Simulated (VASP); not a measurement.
# MgW (Cmmm) in VASP: a series of runs

MgW is run at these levels: PBE; tasks: single point.

Everything below comes from runs of VASP 6.6.1. Logs are shortened: lines on timing, memory, paths and dates and some standing lists are left out, and cuts for length are marked.

## 1. The cell of the first run

Symmetry: Cmmm, No. 65, orthorhombic system. The conventional cell has a = 3.366 Å, b = 4.285 Å, c = 4.744 Å, α = 90.00°, β = 90.00°, γ = 90.00°. Within 3.6 Å of Mg (site symmetry mmm) lie 6 Mg at 2.72 to 3.37 Å and 8 W at 2.91 to 3.20 Å. Within 3.6 Å of W (site symmetry mmm) lie 6 W at 2.72 to 3.37 Å and 8 Mg at 2.91 to 3.20 Å.

## 2. Single point, PBE

INCAR

```
  ALGO = Fast
  EDIFF = 1E-6
  ENCUT = 520
  GGA = PE
  ISIF = 2
  ISMEAR = 0
  LASPH = T
  LCHARG = T
  LELF = T
  LREAL = F
  LVHAR = T
  LWAVE = F
  NBANDS = 24
  NELM = 60
  PREC = Accurate
  SIGMA = 0.1
```

KPOINTS

```
k-points
0
Gamma
  10 14 10
```

POSCAR

```
MgW
1.0
    4.7438417505      0.0000000000      0.0144656603
    0.0000000000      3.3664262308      0.0000000000
   -0.0130370494      0.0000000000      4.2846437316
Mg W
2 2
Direct
    0.5000000000      0.2500044723      0.7500000000
    0.5000000000      0.7499955277      0.2500000000
    0.0000000000      0.7499979584      0.7500000000
    0.0000000000      0.2500020416      0.2500000000
```

Potentials or basis: VASP PAW PBE potentials, release 64 (Mg, W_sv).

The run is started by

```console
> cat potpaw_PBE.64/Mg/POTCAR potpaw_PBE.64/W_sv/POTCAR > POTCAR
> mpirun -np 1 vasp_std > vasp.out
```

OUTCAR:

```text
EDIFF = 1E-6
   ENCUT = 520
   GGA = PE
   ISIF = 2
   ISMEAR = 0
   LASPH = T
   LREAL = F
   NELM = 60
   PREC = Accurate

 ion  position               nearest neighbor table
   1  0.500  0.250  0.750-   2 2.72   2 2.72   2 2.72   2 2.72   3 2.91   3 2.91   3 2.91   3 2.91
                             4 3.20   4 3.20   4 3.20   4 3.20
   2  0.500  0.750  0.250-   1 2.72   1 2.72   1 2.72   1 2.72   4 2.91   4 2.91   4 2.91   4 2.91
                             3 3.20   3 3.20   3 3.20   3 3.20
   3  0.000  0.750  0.750-   4 2.72   4 2.72   4 2.72   4 2.72   1 2.91   1 2.91   1 2.91   1 2.91
                             2 3.20   2 3.20   2 3.20   2 3.20
   4  0.000  0.250  0.250-   3 2.72   3 2.72   3 2.72   3 2.72   2 2.91   2 2.91   2 2.91   2 2.91
                             1 3.20   1 3.20   1 3.20   1 3.20

  LATTYP: Found a simple orthorhombic cell.
 ALAT       =     3.3664262308
 B/A-ratio  =     1.2727632427
 C/A-ratio  =     1.4091690953

  Lattice vectors:

 A1 = (   0.0000000000,   3.3664262308,   0.0000000000)
 A2 = (  -0.0130370494,   0.0000000000,   4.2846437316)
 A3 = (   4.7438417505,   0.0000000000,   0.0144656603)

Analysis of symmetry for initial positions (statically):
=====================================================================
 Subroutine PRICEL returns:
 Original cell was already a primitive cell.

 Routine SETGRP: Setting up the symmetry group for a
 simple orthorhombic supercell.

 Subroutine GETGRP returns: Found  8 space group operations
 (whereof  4 operations were pure point group operations)
 out of a pool of  8 trial point group operations.

The static configuration has the point symmetry C_2h.
 The point group associated with its full space group is D_2h.

Analysis of symmetry for dynamics (positions and initial velocities):
=====================================================================
 Subroutine PRICEL returns:
 Original cell was already a primitive cell.

 Routine SETGRP: Setting up the symmetry group for a
 simple orthorhombic supercell.

 Subroutine GETGRP returns: Found  8 space group operations
 (whereof  4 operations were pure point group operations)
 out of a pool of  8 trial point group operations.

The dynamic configuration has the point symmetry C_2h.
 The point group associated with its full space group is D_2h.

 Subroutine INISYM returns: Found  8 space group operations
 (whereof  4 operations are pure point group operations),
 and found     1 'primitive' translations

----------------------------------------------------------------------------------------

                                     Primitive cell

  volume of cell :      68.4255

  direct lattice vectors                    reciprocal lattice vectors
     4.743841750  0.000000000  0.014465660     0.210797656  0.000000000  0.000641402
     0.000000000  3.366426231  0.000000000     0.000000000  0.297050917  0.000000000
    -0.013037049  0.000000000  4.284643732    -0.000711687  0.000000000  0.233389468

  length of vectors
     4.743863806  3.366426231  4.284663566     0.210798632  0.297050917  0.233390553

  position of ions in fractional coordinates (direct lattice)
     0.500000000  0.250004472  0.750000000
     0.500000000  0.749995528  0.250000000
     1.000000000  0.749997958  0.750000000
     1.000000000  0.250002042  0.250000000

  ion indices of the primitive-cell ions
   primitive index   ion index
                 1           1
                 2           2
                 3           3
                 4           4

----------------------------------------------------------------------------------------

 KPOINTS: k-points

Automatic generation of k-mesh.
 Grid dimensions read from file:
 generate k-points for:   10   14   10

 Generating k-lattice:

  Cartesian coordinates                     Fractional coordinates (reciprocal lattice)
     0.021079766  0.000000000  0.000064140     0.100000000  0.000000000 -0.000000000
     0.000000000  0.021217923  0.000000000     0.000000000  0.071428571  0.000000000
    -0.000071169  0.000000000  0.023338947     0.000000000  0.000000000  0.100000000

  Length of vectors
     0.021079863  0.021217923  0.023339055

  Shift w.r.t. Gamma in fractional coordinates (k-lattice)
     0.000000000  0.000000000  0.000000000

 Subroutine IBZKPT returns following result:
 ===========================================

 Found    288 irreducible k-points:

 Following reciprocal coordinates:
            Coordinates               Weight
  0.000000  0.000000  0.000000      1.000000
  0.100000  0.000000  0.000000      2.000000
  0.200000  0.000000  0.000000      2.000000
  0.300000  0.000000 -0.000000      2.000000
  0.400000  0.000000 -0.000000      2.000000
  0.500000  0.000000 -0.000000      1.000000
[... 16 lines left out ...]
  0.400000  0.214286 -0.000000      4.000000
  0.500000  0.214286 -0.000000      2.000000
 [... further k-points ...]
   k-points           NKPTS =    288   k-points in BZ     NKDIM =    288   number of bands    NBANDS=     24
   number of dos      NEDOS =    301   number of ions     NIONS =      4
   total plane-waves  NPLWV =  32256
   dimension x,y,z NGX =    36 NGY =   28 NGZ =   32
   dimension x,y,z NGXF=    72 NGYF=   56 NGZF=   64
   ions per type =               2   2
   NGX,Y,Z   is equivalent  to a cutoff of  12.62, 13.83, 12.42 a.u.
   NGXF,Y,Z  is equivalent  to a cutoff of  25.23, 27.65, 24.83 a.u.
 SYSTEM =  unknown system
   PREC   = accura    normal or accurate (medium, high low for compatibility)
   ISTART =      0    job   : 0-new  1-cont  2-samecut
   ICHARG =      2    charge: 1-file 2-atom 10-const
   ISPIN  =      1    spin polarized calculation?
   LNONCOLLINEAR =      F non collinear calculations
   LSORBIT =      F    spin-orbit coupling
   LASPH  =      T    aspherical Exc in radial PAW
   ENCUT  =  520.0 eV  38.22 Ry    6.18 a.u.   8.82  6.26  7.97*2*pi/ulx,y,z
   NELM   =     60;   NELMIN=  2; NELMDL= -5     # of ELM steps
   EDIFF  = 0.1E-05   stopping-criterion for ELM
   LREAL  =      F    real-space projection
   EDIFFG = 0.1E-04   stopping-criterion for IOM
   NSW    =      0    number of steps for IOM
   IBRION =     -1    ionic relax: 0-MD 1-quasi-New 2-CG
   NFREE  =      0    steps in history (QN), initial steepest desc. (CG)
   ISIF   =      2    stress and relaxation
   ISYM   =      2    0-nonsym 1-usesym 2-fastsym
   POTIM  = 0.5000    time-step for ionic-motion
   TEBEG  =    0.0;   TEEND  =   0.0 temperature during run
   PSTRESS=    0.0 pullay stress
   NELECT =      32.0000    total number of electrons
   NUPDOWN=      -1.0000    fix difference up-down
   EMIN   =  10.00;   EMAX   =-10.00  energy-range for DOS
   EFERMI =   0.00;   METHOD = LEGACY
   ISMEAR =     0;   SIGMA  =   0.10  broadening in eV -4-tet -1-fermi 0-gaus
   EFERMI_NEDOS =   21; number of points for ismear=-14 and -15
   IALGO  =     68    algorithm
   IMIX   =      4    mixing-type and parameters
     AMIX     =   0.40;   BMIX     =  1.00
     AMIX_MAG =   1.60;   BMIX_MAG =  1.00
  volume/ion in A,a.u.               =      17.11       115.44
  Fermi-wavevector in a.u.,A,eV,Ry     =   1.270727  2.401325 21.969957  1.614746
  Thomas-Fermi vector in A             =   2.403698
   LORBIT       =      0    0 simple, 1 ext, 2 COOP (PROOUT), +10 PAW based schemes
   GGA     = PE    functional components
   LHFCALC =     F    Hartree Fock is set to
   AEXX    =    0.0000 exact exchange contribution
   IVDW    =     0    specifies the selected vdW correction
   LEPSILON=     F    determine dielectric tensor
   LRPA    =     F    only Hartree local field effects (RPA)
 non-spin polarized calculation
 RMM-DIIS sequential band-by-band and
 Gauss-broadening in eV      SIGMA  =   0.10
  energy-cutoff  :      520.00
  volume of cell :       68.43
 maximum number of plane-waves:      1876
 NGX is ok and might be reduce to    36
   NGX = 17   NGY = 13   NGZ = 15

 number of electron      31.9999994 magnetization

 Free energy of the ion-electron system (eV)
  ---------------------------------------------------
  ext. energy  EPLUGINS =         0.00000000
  ---------------------------------------------------
  free energy    TOTEN  =       -27.12118896 eV

  energy without entropy =      -27.11195456  energy(sigma->0) =      -27.11657176

 E-fermi :   6.7458     XC(G=0): -11.3530

 val. band max:        6.7380304093   @ k =   0.4000   0.4286   0.2000
 cond. band min:       6.7473846612   @ k =   0.5000   0.3571   0.4000
 fundamental gap:      0.0093542519
 Fermi energy:         6.7458302032

 k-point     1 :       0.0000    0.0000    0.0000
  band No.  band energies     occupation
      1     -66.9706      2.00000
      2     -66.8465      2.00000
      3     -31.5931      2.00000
      4     -31.2894      2.00000
      5     -31.2641      2.00000
      6     -31.0622      2.00000
[... 16 lines left out ...]
     23      13.3387      0.00000
     24      13.5650      0.00000

 k-point     2 :       0.1000    0.0000    0.0000
  band No.  band energies     occupation
      1     -66.9705      2.00000
      2     -66.8465      2.00000
      3     -31.5931      2.00000
      4     -31.2895      2.00000
      5     -31.2643      2.00000
      6     -31.0623      2.00000
[... 16 lines left out ...]
     23      12.9505      0.00000
     24      13.3389      0.00000

 k-point     3 :       0.2000    0.0000    0.0000
  band No.  band energies     occupation
      1     -66.9705      2.00000
      2     -66.8465      2.00000
      3     -31.5931      2.00000
      4     -31.2895      2.00000
      5     -31.2650      2.00000
      6     -31.0627      2.00000
[... 16 lines left out ...]
     23      12.7674      0.00000
     24      13.9817      0.00000
[... 514 lines left out ...]
 k-point    23 :       0.4000    0.2143   -0.0000
  band No.  band energies     occupation
      1     -66.9557      2.00000
      2     -66.8588      2.00000
      3     -31.4834      2.00000
      4     -31.2736      2.00000
      5     -31.2404      2.00000
      6     -31.0815      2.00000
[... 16 lines left out ...]
     23      12.2040      0.00000
     24      13.7858      0.00000

 k-point    24 :       0.5000    0.2143   -0.0000
  band No.  band energies     occupation
      1     -66.9557      2.00000
      2     -66.8588      2.00000
      3     -31.4834      2.00000
      4     -31.2735      2.00000
      5     -31.2406      2.00000
      6     -31.0816      2.00000
[... 16 lines left out ...]
     23      12.4564      0.00000
     24      13.5123      0.00000

 [... further k-points ...]
[... 5 lines left out ...]
  --------------------------------------------------------------------------------------
  -------------------------------------------------------------------------------------
  Total       -0.0606146      0.0460113      0.0701351      0.0000000      0.0000000     -0.0003982
  in kB       -1.4192844      1.0773508      1.6422078      0.0000000      0.0000000     -0.0093248
  external PRESSURE =       0.4334247 kB  Pullay stress =       0.0000000 kB

 VOLUME and BASIS-vectors are now :
 -----------------------------------------------------------------------------
  energy-cutoff  :      520.00
  volume of cell :       68.43
      direct lattice vectors                 reciprocal lattice vectors
     4.743841750  0.000000000  0.014465660     0.210797656  0.000000000  0.000641402
     0.000000000  3.366426231  0.000000000     0.000000000  0.297050917  0.000000000
    -0.013037049  0.000000000  4.284643732    -0.000711687  0.000000000  0.233389468

 POSITION                                       TOTAL-FORCE (eV/Angst)
 -----------------------------------------------------------------------------------
      2.36214      0.84162      3.22072        -0.000000     -0.000168     -0.000000
      2.36866      2.52480      1.07839        -0.000000      0.000168     -0.000000
     -0.00978      2.52481      3.21348        -0.000000      0.000108      0.000000
     -0.00326      0.84161      1.07116         0.000000     -0.000108     -0.000000
 -----------------------------------------------------------------------------------
    total drift:                                0.000000      0.000000      0.000000

  FREE ENERGIE OF THE ION-ELECTRON SYSTEM (eV)
  ---------------------------------------------------
  free  energy   TOTEN  =       -27.1211889563 eV

  energy  without entropy=      -27.1119545556  energy(sigma->0) =      -27.11657176
```

It took 2.8 min on 1 thread of Intel Xeon 6975P-C (Granite Rapids), shared host; peak memory 0.51 GiB.

Results:

```yaml
Free_energy: -27.1212 eV
Pressure: 0.0 GPa
Band_gap_on_the_k_mesh: zero (bands 16 and 17 overlap by 1.59 eV)
```

Stress tensor (GPa, compression positive):
```
-0.14  0.00  0.00
 0.00  0.11  0.00
 0.00  0.00  0.16
```

Levels at points of the mesh, in eV from the Fermi level:
```tsv
k point	band 13	band 14	band 15	band 16	band 17	band 18	band 19	band 20
(0.00, 0.00, 0.00)	-2.30	-0.68	-0.68	-0.42	0.55	2.28	3.12	3.41
(0.50, 0.00, 0.00)	-2.48	-1.72	-0.69	1.01	2.24	2.64	3.04	3.24
(0.00, 0.50, 0.00)	-1.35	-1.35	-1.03	-1.03	-0.02	-0.02	2.99	2.99
(0.50, 0.50, 0.00)	-0.86	-0.86	-0.57	-0.57	-0.17	-0.17	1.05	1.05
(0.00, 0.00, 0.50)	-1.81	-1.81	0.15	0.15	0.46	0.46	0.75	0.75
(0.50, 0.00, 0.50)	-0.64	-0.64	0.25	0.25	0.51	0.51	0.54	0.54
(0.00, 0.50, 0.50)	-2.22	-2.22	-1.42	-1.42	2.71	2.71	2.88	2.88
(0.50, 0.50, 0.50)	-1.00	-1.00	-0.33	-0.33	0.37	0.37	2.72	2.72
```

Caveat: spin-orbit coupling is left out, which moves the levels of the heavy elements.

(Part 1 of 3 ends here.)
